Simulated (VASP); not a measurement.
# SiC (ref) in VASP: notebook

The runs below take SiC (ref) through single point, with r2SCAN.

All numbers are computed with VASP 6.6.1; they aren't measurements. Logs are shortened: lines on timing, memory, paths and dates and some standing lists are left out, and cuts for length are marked.

## 1. The cell of the first run

It takes space group P6_3mc (No. 186, hexagonal). Conventional cell: a = 3.075 Å, b = 3.075 Å, c = 5.049 Å, α = 90.00°, β = 90.00°, γ = 120.00°. Within 2.4 Å of Si (site symmetry 3m) lie 3 C at 1.78 Å. Within 2.4 Å of C (site symmetry 3m) lie 3 Si at 1.78 Å.

## 2. Single point, r2SCAN

The input, POSCAR:

```
SiC
1.0
    3.0754668474      0.0000000000      0.0000000000
   -1.5377334237      2.6634324183      0.0000000000
    0.0000000000      0.0000000000      5.0485335429
Si C
2 2
Direct
    0.3333333333      0.6666666667     -0.0562899687
    0.6666666667      0.3333333333      0.4437100313
    0.3333333333      0.6666666667      0.4312899687
    0.6666666667      0.3333333333      0.9312899687
```

The input, INCAR.step1:

```
SYSTEM = SiC
PREC = Accurate
ENCUT = 520
ISMEAR = 0
SIGMA = 0.01
LREAL = .FALSE.
LASPH = .TRUE.
NELM = 100
NBANDS = 16
GGA = PE
ALGO = Normal
EDIFF = 1E-4
LWAVE = .TRUE.
LCHARG = .FALSE.
```

The input, INCAR.step2:

```
SYSTEM = SiC
PREC = Accurate
ENCUT = 520
EDIFF = 1E-7
ISMEAR = 0
SIGMA = 0.01
LREAL = .FALSE.
LASPH = .TRUE.
NELM = 100
ALGO = Normal
ISIF = 2
LWAVE = .FALSE.
LCHARG = .FALSE.
METAGGA = R2SCAN
LMIXTAU = .TRUE.
NBANDS = 16
ISTART = 1
```

The input, KPOINTS:

```
regular mesh
0
G
  12 12 6
  0 0 0
```

Potentials or basis: VASP PAW PBE potentials, release 64 (Si, C).

Launch:

```sh
> cat potpaw_PBE.64/Si/POTCAR potpaw_PBE.64/C/POTCAR > POTCAR
> cp INCAR.step1 INCAR
> mpirun -np 1 vasp_std > vasp.out
> cp INCAR.step2 INCAR
> mpirun -np 1 vasp_std > vasp.out
```

OUTCAR:

```text
SYSTEM = SiC
   PREC = Accurate
   ENCUT = 520
   EDIFF = 1E-7
   ISMEAR = 0
   LREAL = .FALSE.
   LASPH = .TRUE.
   NELM = 100
   ISIF = 2
   METAGGA = R2SCAN
   ISTART = 1

 ion  position               nearest neighbor table
   1  0.333  0.667  0.944-   4 1.78   4 1.78   4 1.78   3 2.46   3 2.59   2 3.09   2 3.09   2 3.09
                             2 3.09   2 3.09   2 3.09
   2  0.667  0.333  0.444-   3 1.78   3 1.78   3 1.78   4 2.46   4 2.59   1 3.09   1 3.09   1 3.09
                             1 3.09   1 3.09   1 3.09
   3  0.333  0.667  0.431-   2 1.78   2 1.78   2 1.78   1 2.46   1 2.59
   4  0.667  0.333  0.931-   1 1.78   1 1.78   1 1.78   2 2.46   2 2.59

  LATTYP: Found a hexagonal cell.
 ALAT       =     3.0754668474
 C/A-ratio  =     1.6415503055

  Lattice vectors:

 A1 = (   3.0754668474,   0.0000000000,   0.0000000000)
 A2 = (  -1.5377334237,   2.6634324183,   0.0000000000)
 A3 = (   0.0000000000,   0.0000000000,   5.0485335429)

Analysis of symmetry for initial positions (statically):
=====================================================================
 Subroutine PRICEL returns:
 Original cell was already a primitive cell.

 Routine SETGRP: Setting up the symmetry group for a
 hexagonal supercell.

 Subroutine GETGRP returns: Found 12 space group operations
 (whereof  6 operations were pure point group operations)
 out of a pool of 24 trial point group operations.

The static configuration has the point symmetry C_3v.
 The point group associated with its full space group is C_6v.

Analysis of symmetry for dynamics (positions and initial velocities):
=====================================================================
 Subroutine PRICEL returns:
 Original cell was already a primitive cell.

 Routine SETGRP: Setting up the symmetry group for a
 hexagonal supercell.

 Subroutine GETGRP returns: Found 12 space group operations
 (whereof  6 operations were pure point group operations)
 out of a pool of 24 trial point group operations.

The dynamic configuration has the point symmetry C_3v.
 The point group associated with its full space group is C_6v.

 Subroutine INISYM returns: Found 12 space group operations
 (whereof  6 operations are pure point group operations),
 and found     1 'primitive' translations

----------------------------------------------------------------------------------------

                                     Primitive cell

  volume of cell :      41.3540

  direct lattice vectors                    reciprocal lattice vectors
     3.075466847  0.000000000  0.000000000     0.325153887  0.187727684  0.000000000
    -1.537733424  2.663432418  0.000000000     0.000000000  0.375455368  0.000000000
     0.000000000  0.000000000  5.048533543     0.000000000  0.000000000  0.198077321

  length of vectors
     3.075466847  3.075466847  5.048533543     0.375455368  0.375455368  0.198077321

  position of ions in fractional coordinates (direct lattice)
     0.333333333  0.666666667  0.943710031
     0.666666667  0.333333333  0.443710031
     0.333333333  0.666666667  0.431289969
     0.666666667  0.333333333  0.931289969

  ion indices of the primitive-cell ions
   primitive index   ion index
                 1           1
                 2           2
                 3           3
                 4           4

----------------------------------------------------------------------------------------

 KPOINTS: regular mesh

Automatic generation of k-mesh.
 Grid dimensions read from file:
 generate k-points for:   12   12    6

 Generating k-lattice:

  Cartesian coordinates                     Fractional coordinates (reciprocal lattice)
     0.027096157  0.015643974  0.000000000     0.083333333  0.000000000  0.000000000
     0.000000000  0.031287947  0.000000000     0.000000000  0.083333333  0.000000000
     0.000000000  0.000000000  0.033012887     0.000000000  0.000000000  0.166666667

  Length of vectors
     0.031287947  0.031287947  0.033012887

  Shift w.r.t. Gamma in fractional coordinates (k-lattice)
     0.000000000  0.000000000  0.000000000

 Subroutine IBZKPT returns following result:
 ===========================================

 Found     76 irreducible k-points:

 Following reciprocal coordinates:
            Coordinates               Weight
  0.000000  0.000000  0.000000      1.000000
  0.083333  0.000000  0.000000      6.000000
  0.166667  0.000000  0.000000      6.000000
  0.250000  0.000000  0.000000      6.000000
  0.333333  0.000000  0.000000      6.000000
  0.416667  0.000000  0.000000      6.000000
[... 16 lines left out ...]
  0.250000  0.000000  0.166667     12.000000
  0.333333  0.000000  0.166667     12.000000
 [... further k-points ...]
   k-points           NKPTS =     76   k-points in BZ     NKDIM =     76   number of bands    NBANDS=     16
   number of dos      NEDOS =    301   number of ions     NIONS =      4
   total plane-waves  NPLWV =  23040
   dimension x,y,z NGX =    24 NGY =   24 NGZ =   40
   dimension x,y,z NGXF=    48 NGYF=   48 NGZF=   80
   ions per type =               2   2
   NGX,Y,Z   is equivalent  to a cutoff of  12.97, 12.97, 13.17 a.u.
   NGXF,Y,Z  is equivalent  to a cutoff of  25.95, 25.95, 26.34 a.u.
 SYSTEM =  SiC
   PREC   = accura    normal or accurate (medium, high low for compatibility)
   ISTART =      1    job   : 0-new  1-cont  2-samecut
   ICHARG =      0    charge: 1-file 2-atom 10-const
   ISPIN  =      1    spin polarized calculation?
   LNONCOLLINEAR =      F non collinear calculations
   LSORBIT =      F    spin-orbit coupling
   LASPH  =      T    aspherical Exc in radial PAW
   ENCUT  =  520.0 eV  38.22 Ry    6.18 a.u.   5.72  5.72  9.39*2*pi/ulx,y,z
   NELM   =    100;   NELMIN=  2; NELMDL=  0     # of ELM steps
   EDIFF  = 0.1E-06   stopping-criterion for ELM
   LREAL  =      F    real-space projection
   EDIFFG = 0.1E-05   stopping-criterion for IOM
   NSW    =      0    number of steps for IOM
   IBRION =     -1    ionic relax: 0-MD 1-quasi-New 2-CG
   NFREE  =      0    steps in history (QN), initial steepest desc. (CG)
   ISIF   =      2    stress and relaxation
   ISYM   =      2    0-nonsym 1-usesym 2-fastsym
   POTIM  = 0.5000    time-step for ionic-motion
   TEBEG  =    0.0;   TEEND  =   0.0 temperature during run
   PSTRESS=    0.0 pullay stress
   NELECT =      16.0000    total number of electrons
   NUPDOWN=      -1.0000    fix difference up-down
   EMIN   =  10.00;   EMAX   =-10.00  energy-range for DOS
   EFERMI =   0.00;   METHOD = LEGACY
   ISMEAR =     0;   SIGMA  =   0.01  broadening in eV -4-tet -1-fermi 0-gaus
   EFERMI_NEDOS =   21; number of points for ismear=-14 and -15
   IALGO  =     38    algorithm
   IMIX   =      4    mixing-type and parameters
     AMIX     =   0.40;   BMIX     =  1.00
     AMIX_MAG =   1.60;   BMIX_MAG =  1.00
  volume/ion in A,a.u.               =      10.34        69.77
  Fermi-wavevector in a.u.,A,eV,Ry     =   1.192913  2.254279 19.361659  1.423042
  Thomas-Fermi vector in A             =   2.328940
   LORBIT       =      0    0 simple, 1 ext, 2 COOP (PROOUT), +10 PAW based schemes
   METAGGA = R2SCAN    functional components
   LHFCALC =     F    Hartree Fock is set to
   AEXX    =    0.0000 exact exchange contribution
   IVDW    =     0    specifies the selected vdW correction
   LEPSILON=     F    determine dielectric tensor
   LRPA    =     F    only Hartree local field effects (RPA)
 non-spin polarized calculation
 Gauss-broadening in eV      SIGMA  =   0.01
  energy-cutoff  :      520.00
  volume of cell :       41.35
 maximum number of plane-waves:      1126
 NGX is ok and might be reduce to    24
   NGX = 11   NGY = 11   NGZ = 19

 number of electron      16.0000000 magnetization

 Free energy of the ion-electron system (eV)
  ---------------------------------------------------
  ext. energy  EPLUGINS =         0.00000000
  ---------------------------------------------------
  free energy    TOTEN  =       -36.67140514 eV

  energy without entropy =      -36.67140514  energy(sigma->0) =      -36.67140514

 E-fermi :  10.1414     XC(G=0): -11.9604

 val. band max:       10.0369894353   @ k =   0.0000   0.0000   0.0000
 cond. band min:      11.0528207676   @ k =   0.5000   0.0000   0.0000
 fundamental gap:      1.0158313324
 Fermi energy:        10.1414058303

 k-point     1 :       0.0000    0.0000    0.0000
  band No.  band energies     occupation
      1      -8.3410      2.00000
      2      -5.1164      2.00000
      3       0.2174      2.00000
      4       5.8868      2.00000
      5       5.8868      2.00000
      6       6.9985      2.00000
[... 8 lines left out ...]
     15      17.5958      0.00000
     16      19.1284      0.00000

 k-point     2 :       0.0833    0.0000    0.0000
  band No.  band energies     occupation
      1      -8.2155      2.00000
      2      -5.0070      2.00000
      3       0.3458      2.00000
      4       5.2650      2.00000
      5       5.6989      2.00000
      6       6.5783      2.00000
[... 8 lines left out ...]
     15      17.2968      0.00000
     16      19.7118      0.00000

 k-point     3 :       0.1667    0.0000    0.0000
  band No.  band energies     occupation
      1      -7.8425      2.00000
      2      -4.6871      2.00000
      3       0.7277      2.00000
      4       3.8290      2.00000
      5       5.2588      2.00000
      6       5.5109      2.00000
[... 8 lines left out ...]
     15      18.3439      0.00000
     16      19.8072      0.00000
[... 362 lines left out ...]
 k-point    23 :       0.2500    0.0000    0.1667
  band No.  band energies     occupation
      1      -7.1019      2.00000
      2      -4.5488      2.00000
      3       1.7006      2.00000
      4       2.5150      2.00000
      5       3.9084      2.00000
      6       4.8522      2.00000
[... 8 lines left out ...]
     15      19.1982      0.00000
     16      19.2419      0.00000

 k-point    24 :       0.3333    0.0000    0.1667
  band No.  band energies     occupation
      1      -6.2926      2.00000
      2      -3.9169      2.00000
      3       0.5388      2.00000
      4       2.4359      2.00000
      5       2.8891      2.00000
      6       4.4412      2.00000
[... 8 lines left out ...]
     15      19.2724      0.00000
     16      20.4550      0.00000

 [... further k-points ...]

------------------------ aborting loop because EDIFF is reached ----------------------------------------

  FORCE on cell =-STRESS in cart. coord.  units (eV):
  Direction    XX          YY          ZZ          XY          YZ          ZX
  --------------------------------------------------------------------------------------
  -------------------------------------------------------------------------------------
  Total        3.7199555      3.7199555      0.5145731      0.0000000      0.0000000     -0.0000000
  in kB      144.1220220    144.1220220     19.9360746      0.0000000      0.0000000     -0.0000000
  external PRESSURE =     102.7267062 kB  Pullay stress =       0.0000000 kB

 VOLUME and BASIS-vectors are now :
 -----------------------------------------------------------------------------
  energy-cutoff  :      520.00
  volume of cell :       41.35
      direct lattice vectors                 reciprocal lattice vectors
     3.075466847  0.000000000  0.000000000     0.325153887  0.187727684  0.000000000
    -1.537733424  2.663432418  0.000000000     0.000000000  0.375455368  0.000000000
     0.000000000  0.000000000  5.048533543     0.000000000  0.000000000  0.198077321

 POSITION                                       TOTAL-FORCE (eV/Angst)
 -----------------------------------------------------------------------------------
     -0.00000      1.77562      4.76435         0.000000      0.000000      0.690339
      1.53773      0.88781      2.24008        -0.000000      0.000000      0.690339
     -0.00000      1.77562      2.17738         0.000000     -0.000000     -0.690339
      1.53773      0.88781      4.70165        -0.000000      0.000000     -0.690339
 -----------------------------------------------------------------------------------
    total drift:                               -0.000000     -0.000000      0.000646

  FREE ENERGIE OF THE ION-ELECTRON SYSTEM (eV)
  ---------------------------------------------------
  free  energy   TOTEN  =       -36.6714051373 eV

  energy  without entropy=      -36.6714051373  energy(sigma->0) =      -36.67140514
```

Wall time 80 s (1 thread of Intel Xeon 6975P-C (Granite Rapids), shared host); peak memory 0.18 GiB.

What came out:

- Free energy: -36.6714 eV
- Pressure: 10.3 GPa
- Largest force: 0.690 eV/Å
- Band gap on the k mesh: 1.02 eV, indirect (least direct gap 3.12 eV)

Forces on the atoms (eV/Å):
```
Si   0.000  0.000  0.690
Si   0.000  0.000  0.690
C    0.000  0.000 -0.690
C    0.000  0.000 -0.690
```

Stress tensor (GPa, compression positive):
```
14.41  0.00  0.00
 0.00 14.41  0.00
 0.00  0.00  1.99
```

Levels at points of the mesh, in eV from the valence-band top:
```
           k point  band 5  band 6  band 7  band 8  band 9  band 10  band 11  band 12
(0.00, 0.00, 0.00)   -4.15   -3.04   -3.04    0.00    3.31     4.34     5.17     5.17
(0.50, 0.00, 0.00)   -6.34   -6.05   -4.31   -3.81    1.02     3.77     4.34     7.43
(0.00, 0.00, 0.50)   -3.63   -3.63   -3.63   -3.63    4.52     4.52     5.72     5.72
(0.50, 0.00, 0.50)   -5.29   -5.29   -2.98   -2.98    1.80     1.80     2.67     2.67
```

Caveat: the PAW data sets were made with another functional, which shifts forces and pressure a little.

## 3. Single point, r2SCAN

The input, POSCAR:

```
SiC
1.0
    3.0754668474      0.0000000000      0.0000000000
   -1.5377334237      2.6634324183      0.0000000000
    0.0000000000      0.0000000000      5.0485335429
Si C
2 2
Direct
    0.3333333333      0.6666666667     -0.0625000000
    0.6666666667      0.3333333333      0.4375000000
    0.3333333333      0.6666666667      0.4375000000
    0.6666666667      0.3333333333      0.9375000000
```

The input, INCAR.step1:

```
  ALGO = Normal
  EDIFF = 1E-4
  ENCUT = 520
  GGA = PE
  ISMEAR = 0
  LASPH = T
  LCHARG = F
  LREAL = F
  LWAVE = T
  NBANDS = 16
  NELM = 60
  PREC = Accurate
  SIGMA = 0.01
```

The input, INCAR.step2:

```
  ALGO = Normal
  EDIFF = 1E-7
  ENCUT = 520
  ISIF = 2
  ISMEAR = 0
  ISTART = 1
  LASPH = T
  LCHARG = F
  LMIXTAU = T
  LREAL = F
  LWAVE = F
  METAGGA = R2SCAN
  NBANDS = 16
  NELM = 60
  PREC = Accurate
  SIGMA = 0.01
```

The input, KPOINTS:

```
k-points
0
Gamma
  12 12 6
```

Potentials or basis: VASP PAW PBE potentials, release 64 (Si, C).

Launch:

```sh
> cat potpaw_PBE.64/Si/POTCAR potpaw_PBE.64/C/POTCAR > POTCAR
> cp INCAR.step1 INCAR
> mpirun -np 1 vasp_std > vasp.out
> cp INCAR.step2 INCAR
> mpirun -np 1 vasp_std > vasp.out
```

Wall time 86 s (1 thread of Intel Xeon 6975P-C (Granite Rapids), shared host); peak memory 0.18 GiB.

It converged, with:

* Free energy: -36.6278 eV
* Pressure: 10.5 GPa
* Band gap on the k mesh: 0.99 eV, indirect (least direct gap 3.08 eV)

Stress tensor (GPa, compression positive):
```
14.57  0.00  0.00
 0.00 14.57  0.00
 0.00  0.00  2.26
```

Levels at points of the mesh, in eV from the valence-band top:
```csv
k point,band 5,band 6,band 7,band 8,band 9,band 10,band 11,band 12
"(0.00, 0.00, 0.00)",-4.18,-3.07,-3.07,0.00,3.28,4.31,5.14,5.14
"(0.50, 0.00, 0.00)",-6.35,-6.08,-4.34,-3.82,0.99,3.80,4.25,7.38
"(0.00, 0.00, 0.50)",-3.66,-3.66,-3.66,-3.66,4.50,4.50,5.70,5.70
"(0.50, 0.00, 0.50)",-5.32,-5.32,-2.98,-2.98,1.77,1.77,2.63,2.63
```

Caveat: the PAW data sets were made with another functional, which shifts forces and pressure a little.
